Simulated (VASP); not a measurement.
# Ta2PbO3 (P6/mmm) in VASP: single point with PBE

Aim: the single point of Ta2PbO3 with PBE.

All numbers are computed with VASP 6.6.1; they aren't measurements. Logs are shortened: lines on timing, memory, paths and dates and some standing lists are left out, and cuts for length are marked.

**1. The cell of the first run**

The structure is hexagonal, space group P6/mmm (No. 191). The conventional cell has a = 6.640 Å, b = 6.640 Å, c = 3.018 Å, α = 90.00°, β = 90.00°, γ = 120.00°. Ta (site symmetry -6m2) has 3 O at 1.92 Å within 2.5 Å. Within 4.0 Å of Pb (site symmetry 6/mmm) lie 2 Pb at 3.02 Å and 6 O at 3.32 Å and 6 Ta at 3.83 Å. Within 2.5 Å of O (site symmetry mmm) lie 2 Ta at 1.92 Å.

The cell was generated, and may not be a known phase.

**2. Single point, PBE**

Contents of INCAR:

```
PREC = Accurate
ENCUT = 700
EDIFF = 1E-6
ISMEAR = 0
SIGMA = 0.2
LREAL = F
LASPH = T
NELM = 120
ALGO = Normal
ISIF = 2
LWAVE = F
LCHARG = T
GGA = PE
LELF = T
LVHAR = T
NBANDS = 38
GGA_COMPAT = F
```

Contents of KPOINTS:

```
Automatic mesh
0
Gamma
  4 4 4
```

Contents of POSCAR:

```
Ta2PbO3
1.0
    6.6399044549      0.0000000000      0.0000000000
   -3.3199522274      5.7503259366      0.0000000000
    0.0000000000      0.0000000000      3.0184622456
Ta Pb O
2 1 3
Direct
    0.3333333333      0.6666666667      0.0000000000
    0.6666666667      0.3333333333      0.0000000000
    0.0000000000      0.0000000000      0.0000000000
    0.5000000000      0.0000000000      0.0000000000
    0.0000000000      0.5000000000      0.0000000000
    0.5000000000      0.5000000000      0.0000000000
```

Potentials or basis: VASP PAW PBE potentials, release 64 (Ta_sv_GW, Pb_d, O).

Run with:

```sh
> cat potpaw_PBE.64/Ta_sv_GW/POTCAR potpaw_PBE.64/Pb_d/POTCAR potpaw_PBE.64/O/POTCAR > POTCAR
> mpirun -np 1 vasp_std > vasp.out
```

OUTCAR:

```text
PREC = Accurate
   ENCUT = 700
   EDIFF = 1E-6
   ISMEAR = 0
   LREAL = F
   LASPH = T
   NELM = 120
   ISIF = 2
   GGA = PE

 ion  position               nearest neighbor table
   1  0.333  0.667  0.000-   4 1.92   5 1.92   6 1.92
   2  0.667  0.333  0.000-   4 1.92   5 1.92   6 1.92
   3  0.000  0.000  0.000-
   4  0.500  0.000  0.000-   1 1.92   2 1.92
   5  0.000  0.500  0.000-   1 1.92   2 1.92
   6  0.500  0.500  0.000-   1 1.92   2 1.92

  LATTYP: Found a hexagonal cell.
 ALAT       =     6.6399044549
 C/A-ratio  =     0.4545942289

  Lattice vectors:

 A1 = (   6.6399044549,   0.0000000000,   0.0000000000)
 A2 = (  -3.3199522274,   5.7503259366,   0.0000000000)
 A3 = (   0.0000000000,   0.0000000000,   3.0184622456)

Analysis of symmetry for initial positions (statically):
=====================================================================
 Subroutine PRICEL returns:
 Original cell was already a primitive cell.

 Routine SETGRP: Setting up the symmetry group for a
 hexagonal supercell.

 Subroutine GETGRP returns: Found 24 space group operations
 (whereof 24 operations were pure point group operations)
 out of a pool of 24 trial point group operations.

The static configuration has the point symmetry D_6h.

Analysis of symmetry for dynamics (positions and initial velocities):
=====================================================================
 Subroutine PRICEL returns:
 Original cell was already a primitive cell.

 Routine SETGRP: Setting up the symmetry group for a
 hexagonal supercell.

 Subroutine GETGRP returns: Found 24 space group operations
 (whereof 24 operations were pure point group operations)
 out of a pool of 24 trial point group operations.

The dynamic configuration has the point symmetry D_6h.

 Subroutine INISYM returns: Found 24 space group operations
 (whereof 24 operations are pure point group operations),
 and found     1 'primitive' translations

----------------------------------------------------------------------------------------

                                     Primitive cell

  volume of cell :     115.2498

  direct lattice vectors                    reciprocal lattice vectors
     6.639904455  0.000000000  0.000000000     0.150604577  0.086951593  0.000000000
    -3.319952227  5.750325937  0.000000000     0.000000000  0.173903186  0.000000000
     0.000000000  0.000000000  3.018462246     0.000000000  0.000000000  0.331294520

  length of vectors
     6.639904455  6.639904455  3.018462246     0.173903186  0.173903186  0.331294520

  position of ions in fractional coordinates (direct lattice)
     0.333333333  0.666666667  0.000000000
     0.666666667  0.333333333  0.000000000
     0.000000000  0.000000000  0.000000000
     0.500000000  0.000000000  0.000000000
     1.000000000  0.500000000  0.000000000
     0.500000000  0.500000000  0.000000000

  ion indices of the primitive-cell ions
   primitive index   ion index
                 1           1
                 2           2
                 3           3
                 4           4
                 5           5
                 6           6

----------------------------------------------------------------------------------------

 KPOINTS: Automatic mesh

Automatic generation of k-mesh.
 Grid dimensions read from file:
 generate k-points for:    4    4    4

 Generating k-lattice:

  Cartesian coordinates                     Fractional coordinates (reciprocal lattice)
     0.037651144  0.021737898  0.000000000     0.250000000 -0.000000000  0.000000000
     0.000000000  0.043475796  0.000000000     0.000000000  0.250000000  0.000000000
     0.000000000  0.000000000  0.082823630     0.000000000  0.000000000  0.250000000

  Length of vectors
     0.043475796  0.043475796  0.082823630

  Shift w.r.t. Gamma in fractional coordinates (k-lattice)
     0.000000000  0.000000000  0.000000000

 Subroutine IBZKPT returns following result:
 ===========================================

 Found     12 irreducible k-points:

 Following reciprocal coordinates:
            Coordinates               Weight
  0.000000  0.000000  0.000000      1.000000
  0.250000  0.000000  0.000000      6.000000
  0.500000  0.000000  0.000000      3.000000
  0.250000  0.250000  0.000000      6.000000
  0.000000  0.000000  0.250000      2.000000
  0.250000  0.000000  0.250000     12.000000
  0.500000  0.000000  0.250000      6.000000
  0.250000  0.250000  0.250000     12.000000
  0.000000  0.000000  0.500000      1.000000
  0.250000  0.000000  0.500000      6.000000
  0.500000  0.000000  0.500000      3.000000
  0.250000  0.250000  0.500000      6.000000
   k-points           NKPTS =     12   k-points in BZ     NKDIM =     12   number of bands    NBANDS=     38
   number of dos      NEDOS =    301   number of ions     NIONS =      6
   total plane-waves  NPLWV = 100800
   dimension x,y,z NGX =    60 NGY =   60 NGZ =   28
   dimension x,y,z NGXF=   120 NGYF=  120 NGZF=   56
   ions per type =               2   1   3
   NGX,Y,Z   is equivalent  to a cutoff of  15.02, 15.02, 15.42 a.u.
   NGXF,Y,Z  is equivalent  to a cutoff of  30.04, 30.04, 30.84 a.u.
 SYSTEM =  unknown system
   PREC   = accura    normal or accurate (medium, high low for compatibility)
   ISTART =      0    job   : 0-new  1-cont  2-samecut
   ICHARG =      2    charge: 1-file 2-atom 10-const
   ISPIN  =      1    spin polarized calculation?
   LNONCOLLINEAR =      F non collinear calculations
   LSORBIT =      F    spin-orbit coupling
   LASPH  =      T    aspherical Exc in radial PAW
   ENCUT  =  700.0 eV  51.45 Ry    7.17 a.u.  14.32 14.32  6.51*2*pi/ulx,y,z
   NELM   =    120;   NELMIN=  2; NELMDL= -5     # of ELM steps
   EDIFF  = 0.1E-05   stopping-criterion for ELM
   LREAL  =      F    real-space projection
   EDIFFG = 0.1E-04   stopping-criterion for IOM
   NSW    =      0    number of steps for IOM
   IBRION =     -1    ionic relax: 0-MD 1-quasi-New 2-CG
   NFREE  =      0    steps in history (QN), initial steepest desc. (CG)
   ISIF   =      2    stress and relaxation
   ISYM   =      2    0-nonsym 1-usesym 2-fastsym
   POTIM  = 0.5000    time-step for ionic-motion
   TEBEG  =    0.0;   TEEND  =   0.0 temperature during run
   PSTRESS=    0.0 pullay stress
   NELECT =      58.0000    total number of electrons
   NUPDOWN=      -1.0000    fix difference up-down
   EMIN   =  10.00;   EMAX   =-10.00  energy-range for DOS
   EFERMI =   0.00;   METHOD = LEGACY
   ISMEAR =     0;   SIGMA  =   0.20  broadening in eV -4-tet -1-fermi 0-gaus
   EFERMI_NEDOS =   21; number of points for ismear=-14 and -15
   IALGO  =     38    algorithm
   IMIX   =      4    mixing-type and parameters
     AMIX     =   0.40;   BMIX     =  1.00
     AMIX_MAG =   1.60;   BMIX_MAG =  1.00
  volume/ion in A,a.u.               =      19.21       129.62
  Fermi-wavevector in a.u.,A,eV,Ry     =   1.302179  2.460762 23.071007  1.695671
  Thomas-Fermi vector in A             =   2.433264
   LORBIT       =      0    0 simple, 1 ext, 2 COOP (PROOUT), +10 PAW based schemes
   GGA     = PE    functional components
   LHFCALC =     F    Hartree Fock is set to
   AEXX    =    0.0000 exact exchange contribution
   IVDW    =     0    specifies the selected vdW correction
   LEPSILON=     F    determine dielectric tensor
   LRPA    =     F    only Hartree local field effects (RPA)
 non-spin polarized calculation
 Gauss-broadening in eV      SIGMA  =   0.20
  energy-cutoff  :      700.00
  volume of cell :      115.25
 maximum number of plane-waves:      4891
 NGX is ok and might be reduce to    60
   NGX = 29   NGY = 29   NGZ = 13

 number of electron      58.0000009 magnetization

 Free energy of the ion-electron system (eV)
  ---------------------------------------------------
  ext. energy  EPLUGINS =         0.00000000
  ---------------------------------------------------
  free energy    TOTEN  =       -55.71104010 eV

  energy without entropy =      -55.61890816  energy(sigma->0) =      -55.66497413

 E-fermi :   6.0714     XC(G=0): -10.1067

 val. band max:        6.0248255629   @ k =   0.0000   0.0000   0.2500
 cond. band min:       6.0949166336   @ k =   0.5000   0.0000   0.2500
 fundamental gap:      0.0700910708
 Fermi energy:         6.0714432607

 k-point     1 :       0.0000    0.0000    0.0000
  band No.  band energies     occupation
      1     -63.2153      2.00000
      2     -63.2133      2.00000
      3     -30.0814      2.00000
      4     -30.0814      2.00000
      5     -29.9537      2.00000
      6     -29.9537      2.00000
[... 30 lines left out ...]
     37       9.9928      0.00000
     38      11.8042      0.00000

 k-point     2 :       0.2500    0.0000    0.0000
  band No.  band energies     occupation
      1     -63.2151      2.00000
      2     -63.2136      2.00000
      3     -30.0830      2.00000
      4     -30.0662      2.00000
      5     -29.9695      2.00000
      6     -29.9520      2.00000
[... 30 lines left out ...]
     37      10.0982      0.00000
     38      10.6518      0.00000

 k-point     3 :       0.5000    0.0000    0.0000
  band No.  band energies     occupation
      1     -63.2147      2.00000
      2     -63.2140      2.00000
      3     -30.0846      2.00000
      4     -30.0426      2.00000
      5     -29.9935      2.00000
      6     -29.9504      2.00000
[... 30 lines left out ...]
     37       9.8486      0.00000
     38       9.9416      0.00000

 k-point     4 :       0.2500    0.2500    0.0000
  band No.  band energies     occupation
      1     -63.2147      2.00000
      2     -63.2140      2.00000
      3     -30.0854      2.00000
      4     -30.0402      2.00000
      5     -29.9960      2.00000
      6     -29.9495      2.00000
[... 30 lines left out ...]
     37       9.7699      0.00000
     38       9.9177      0.00000
[... 211 lines left out ...]
      4     -30.0180      2.00000
      5     -29.9250      2.00000
      6     -29.9083      2.00000
[... 30 lines left out ...]
     37      10.4544      0.00000
     38      10.9418      0.00000

 k-point    11 :       0.5000    0.0000    0.5000
  band No.  band energies     occupation
      1     -63.1916      2.00000
      2     -63.1910      2.00000
      3     -30.0357      2.00000
      4     -29.9953      2.00000
      5     -29.9482      2.00000
      6     -29.9067      2.00000
[... 30 lines left out ...]
     37      10.2011      0.00000
     38      10.2887      0.00000

 k-point    12 :       0.2500    0.2500    0.5000
  band No.  band energies     occupation
      1     -63.1916      2.00000
      2     -63.1910      2.00000
      3     -30.0364      2.00000
      4     -29.9930      2.00000
      5     -29.9505      2.00000
      6     -29.9059      2.00000
[... 30 lines left out ...]
     37      10.0516      0.00000
     38      10.4850      0.00000

------------------------ aborting loop because EDIFF is reached ----------------------------------------

  FORCE on cell =-STRESS in cart. coord.  units (eV):
  Direction    XX          YY          ZZ          XY          YZ          ZX
  --------------------------------------------------------------------------------------
  -------------------------------------------------------------------------------------
  Total        0.4599502      0.4599502     -0.3138778      0.0000000      0.0000000      0.0000000
  in kB        6.3941291      6.3941291     -4.3634618      0.0000000      0.0000000      0.0000000
  external PRESSURE =       2.8082655 kB  Pullay stress =       0.0000000 kB

 VOLUME and BASIS-vectors are now :
 -----------------------------------------------------------------------------
  energy-cutoff  :      700.00
  volume of cell :      115.25
      direct lattice vectors                 reciprocal lattice vectors
     6.639904455  0.000000000  0.000000000     0.150604577  0.086951593  0.000000000
    -3.319952227  5.750325937  0.000000000     0.000000000  0.173903186  0.000000000
     0.000000000  0.000000000  3.018462246     0.000000000  0.000000000  0.331294520

 POSITION                                       TOTAL-FORCE (eV/Angst)
 -----------------------------------------------------------------------------------
     -0.00000      3.83355      0.00000        -0.000000     -0.000000      0.000000
      3.31995      1.91678      0.00000         0.000000      0.000000     -0.000000
      0.00000      0.00000      0.00000         0.000000      0.000000     -0.000000
      3.31995      0.00000      0.00000         0.000000      0.000000     -0.000000
     -1.65998      2.87516      0.00000         0.000000      0.000000     -0.000000
      1.65998      2.87516      0.00000        -0.000000      0.000000     -0.000000
 -----------------------------------------------------------------------------------
    total drift:                                0.000000      0.000000     -0.000000

  FREE ENERGIE OF THE ION-ELECTRON SYSTEM (eV)
  ---------------------------------------------------
  free  energy   TOTEN  =       -55.7110400962 eV

  energy  without entropy=      -55.6189081642  energy(sigma->0) =      -55.66497413
```

Run time: 2.1 min. Hardware: 1 thread of Intel Xeon Platinum 8259CL at 2.50GHz (Skylake/Cascade Lake), shared host; peak memory 0.35 GiB.

What came out:

```
Free energy            : -55.7110 eV
Pressure               : 0.3 GPa
Band gap on the k mesh : zero (bands 29 and 30 overlap by 0.83 eV)
```

Caveat: the k points lie up to 0.52 Å⁻¹ apart, too coarse for converged energies and pressures of a metal; spin-orbit coupling is left out, which moves the levels of the heavy elements.

The gap in the log of VASP goes by the Fermi energy; the results here count the filled bands.